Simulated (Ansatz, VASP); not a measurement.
## One calculation of Zr, two programs

```
Zr
1.0
    -1.78667    1.78667    1.78667
     1.78667   -1.78667    1.78667
     1.78667    1.78667   -1.78667
Zr
1
Cartesian
  0.0000 0.0000 0.0000
```

Alike in both runs: functional PBE; k mesh 13 × 13 × 13; occupations fermi-dirac, width 0.05 eV; no spin polarisation.

Ansatz relaxed the structure, and its values are those at the end. VASP's run is a single point on that final structure, the one shown.

```csv
,VASP,Ansatz
version,VASP 6.6.1,Ansatz 0.2.0
potentials or method,"VASP PAW PBE potentials, release 64 (Zr_sv), cutoff 520 eV","all-electron LAPW, scalar-relativistic"
```

```csv
,VASP,Ansatz,Ansatz less VASP
pressure (GPa),0.0,0.0,-0.01
```

Ansatz ran all-electron here, and VASP with PAW potentials.
